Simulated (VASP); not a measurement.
# MgS (P6_3mc) in VASP: a series of runs, part 2 of 2

VASP 6.6.1.

## (3) Single point, PBE, collinear spin, zero start

File INCAR:

```
PREC = Accurate ; ENCUT = 600
EDIFF = 1E-6 ; ISMEAR = 0
SIGMA = 0.1 ; LREAL = False
LASPH = True ; NELM = 200
ALGO = Normal ; ISIF = 2
LWAVE = False ; LCHARG = True
ISPIN = 2 ; MAGMOM = 0 0 0 0
LORBIT = 11 ; GGA = PE
LELF = True ; LVHAR = True
ISYM = 0 ; NBANDS = 20
GGA_COMPAT = False
```

File KPOINTS:

```
Automatic mesh
0
Gamma
  6 1 3
```

File POSCAR:

```
MgS
1.0
    4.0346224068      0.0000000000      0.0000000000
   -2.0173112034      3.4940854990      0.0000000000
    0.0000000000      0.0000000000      6.4322941800
Mg S
2 2
Direct
    0.6666666667      0.3333333333      0.4957548500
    0.3333333333      0.6666666667      0.9957548500
    0.3333333333      0.6666666667      0.3792441500
    0.6666666667      0.3333333333      0.8792441500
```

Potentials or basis: VASP PAW PBE potentials, release 64 (Mg, S).

The run is started by

```console
$ cat potpaw_PBE.64/Mg/POTCAR potpaw_PBE.64/S/POTCAR > POTCAR
$ mpirun -np 1 vasp_std > vasp.out
```

OUTCAR:

```text
PREC = Accurate
   ENCUT = 600
   EDIFF = 1E-6
   ISMEAR = 0
   LREAL = False
   LASPH = True
   NELM = 200
   ISIF = 2
   ISPIN = 2
   LORBIT = 11
   GGA = PE
   ISYM = 0

 ion  position               nearest neighbor table
   1  0.667  0.333  0.496-   3 2.45   3 2.45   3 2.45   4 2.47
   2  0.333  0.667  0.996-   4 2.45   4 2.45   4 2.45   3 2.47
   3  0.333  0.667  0.379-   1 2.45   1 2.45   1 2.45   2 2.47
   4  0.667  0.333  0.879-   2 2.45   2 2.45   2 2.45   1 2.47

IMPORTANT INFORMATION: All symmetrisations will be switched off!
NOSYMM: (Re-)initialisation of all symmetry stuff for point group C_1.

----------------------------------------------------------------------------------------

                                     Primitive cell

  volume of cell :      90.6781

  direct lattice vectors                    reciprocal lattice vectors
     4.034622407  0.000000000  0.000000000     0.247854669  0.143098960  0.000000000
    -2.017311203  3.494085499  0.000000000     0.000000000  0.286197919  0.000000000
     0.000000000  0.000000000  6.432294180     0.000000000  0.000000000  0.155465526

  length of vectors
     4.034622407  4.034622407  6.432294180     0.286197919  0.286197919  0.155465526

  position of ions in fractional coordinates (direct lattice)
     0.666666667  0.333333333  0.495754850
     0.333333333  0.666666667  0.995754850
     0.333333333  0.666666667  0.379244150
     0.666666667  0.333333333  0.879244150

  ion indices of the primitive-cell ions
   primitive index   ion index
                 1           1
                 2           2
                 3           3
                 4           4

----------------------------------------------------------------------------------------

 KPOINTS: Automatic mesh

Automatic generation of k-mesh.
[... 119 lines left out ...]
  free energy    TOTEN  =       -14.80252313 eV

  energy without entropy =      -14.80252313  energy(sigma->0) =      -14.80252313

 E-fermi :   1.8819     XC(G=0):  -8.3023

 val. band max:        1.4024260894   @ k =   0.0000   0.0000   0.0000
 cond. band min:       4.7550168041   @ k =   0.0000   0.0000   0.0000
 fundamental gap:      3.3525907147
 Fermi energy:         1.8818966693

 spin component 1

 k-point     1 :       0.0000    0.0000    0.0000
  band No.  band energies     occupation
      1      -9.9727      1.00000
      2      -9.2156      1.00000
      3      -1.9018      1.00000
      4       0.8120      1.00000
      5       0.8609      1.00000
      6       1.2425      1.00000
[... 206 lines left out ...]
      6       0.7787      1.00000
[... 12 lines left out ...]
     19      13.4142      0.00000
     20      13.5097      0.00000
 Fermi energy:         1.8818966693

 spin component 2

 k-point     1 :       0.0000    0.0000    0.0000
  band No.  band energies     occupation
      1      -9.9727      1.00000
      2      -9.2156      1.00000
      3      -1.9018      1.00000
      4       0.8120      1.00000
      5       0.8609      1.00000
      6       1.2425      1.00000
[... 219 lines left out ...]
     19      13.4142      0.00000
     20      13.5097      0.00000

------------------------ aborting loop because EDIFF is reached ----------------------------------------

  FORCE on cell =-STRESS in cart. coord.  units (eV):
  Direction    XX          YY          ZZ          XY          YZ          ZX
  --------------------------------------------------------------------------------------
  -------------------------------------------------------------------------------------
  Total        2.1369596      5.0104758      0.7321095     -2.4885126     -0.0000068     -0.0000027
  in kB       37.7576173     88.5293398     12.9355314    -43.9691541     -0.0001198     -0.0000477
  external PRESSURE =      46.4074962 kB  Pullay stress =       0.0000000 kB

 VOLUME and BASIS-vectors are now :
 -----------------------------------------------------------------------------
  energy-cutoff  :      600.00
  volume of cell :       90.68
      direct lattice vectors                 reciprocal lattice vectors
     4.034622407  0.000000000  0.000000000     0.247854669  0.143098960  0.000000000
    -2.017311203  3.494085499  0.000000000     0.000000000  0.286197919  0.000000000
     0.000000000  0.000000000  6.432294180     0.000000000  0.000000000  0.155465526

 POSITION                                       TOTAL-FORCE (eV/Angst)
 -----------------------------------------------------------------------------------
      2.01731      1.16470      3.18884        -0.167815     -0.096886     -0.084489
     -0.00000      2.32939      6.40499         0.167813      0.096886     -0.084491
     -0.00000      2.32939      2.43941         0.190460      0.109963      0.084493
      2.01731      1.16470      5.65556        -0.190459     -0.109963      0.084488
 -----------------------------------------------------------------------------------
    total drift:                               -0.000001     -0.000002     -0.000033

  FREE ENERGIE OF THE ION-ELECTRON SYSTEM (eV)
  ---------------------------------------------------
  free  energy   TOTEN  =       -14.8025231327 eV

  energy  without entropy=      -14.8025231327  energy(sigma->0) =      -14.80252313

 total charge

# of ion       s       p       d       tot
------------------------------------------
    1        0.146   0.136   0.050   0.332
    2        0.146   0.136   0.050   0.332
    3        1.285   2.577   0.000   3.862
    4        1.285   2.577   0.000   3.862
--------------------------------------------------
tot          2.863   5.426   0.099   8.388

 magnetization (x)

# of ion       s       p       d       tot
------------------------------------------
    1        0.000  -0.000  -0.000  -0.000
    2        0.000  -0.000  -0.000  -0.000
    3        0.000  -0.000   0.000   0.000
    4       -0.000   0.000   0.000  -0.000
--------------------------------------------------
tot         -0.000  -0.000  -0.000  -0.000
```

stdout:

```text
POSCAR found type information on POSCAR MgS
 POSCAR found :  2 types and       4 ions
 scaLAPACK will be used
 LDA part: xc-table for (Slater+PW92), standard interpolation
 -----------------------------------------------------------------------------
|                                                                             |
|           W    W    AA    RRRRR   N    N  II  N    N   GGGG   !!!           |
|           W    W   A  A   R    R  NN   N  II  NN   N  G    G  !!!           |
|           W    W  A    A  R    R  N N  N  II  N N  N  G       !!!           |
|           W WW W  AAAAAA  RRRRR   N  N N  II  N  N N  G  GGG   !            |
|           WW  WW  A    A  R   R   N   NN  II  N   NN  G    G                |
|           W    W  A    A  R    R  N    N  II  N    N   GGGG   !!!           |
|                                                                             |
|     Your reciprocal lattice and k-lattice belong to different lattice       |
|     classes:                                                                |
|                                                                             |
|        The reciprocal lattice is hexagonal,                                 |
|        whereas your k-lattice is simple orthorhombic.                       |
|                                                                             |
|     Results are often still useful ...                                      |
|                                                                             |
 -----------------------------------------------------------------------------

 POSCAR, INCAR and KPOINTS ok, starting setup
 FFT: planning ... GRIDC
 FFT: planning ... GRID_SOFT
 FFT: planning ... GRID
 WAVECAR not read
 entering main loop
```

Wall time 64 s (1 thread of Intel Xeon Platinum 8175M at 2.50GHz (Skylake/Cascade Lake), shared host); peak memory 0.27 GiB.

What came out:

| Quantity | Value |
| --- | --- |
| Free energy | -14.8025 eV |
| Pressure | 4.6 GPa |
| Largest force | 0.236 eV/Å |
| Band gap on the k mesh | 3.35 eV |
| Net moment | 0.00 μB per cell |
| Valence electrons inside the program's atomic spheres | Mg 0.33; S 3.86 |

Forces in eV/Å, atoms in the order of the input:
```
Mg  -0.168 -0.097 -0.084
Mg   0.168  0.097 -0.084
S    0.190  0.110  0.084
S   -0.190 -0.110  0.084
```

Stress tensor (GPa, compression positive):
```
 3.78 -4.40  0.00
-4.40  8.85  0.00
 0.00  0.00  1.29
```

Levels at points of the mesh, in eV from the valence-band top:
Spin up:
```tsv
k point	band 5	band 6	band 7	band 8	band 9	band 10	band 11	band 12
(0.00, 0.00, 0.00)	-0.54	-0.16	-0.10	0.00	3.35	4.59	7.30	7.45
(0.50, 0.00, 0.00)	-1.94	-1.24	-0.96	-0.43	4.73	5.09	5.76	7.31
```
Spin down:
```tsv
k point	band 4	band 5	band 6	band 7	band 8	band 9	band 10	band 11	band 12	band 13
(0.00, 0.00, 0.00)	-0.59	-0.54	-0.16	-0.10	0.00	3.35	4.59	7.30	7.45	8.09
(0.50, 0.00, 0.00)	-2.51	-1.94	-1.24	-0.96	-0.43	4.73	5.09	5.76	7.31	8.20
```

Caveat: the k points lie up to 1.56 Å⁻¹ apart.
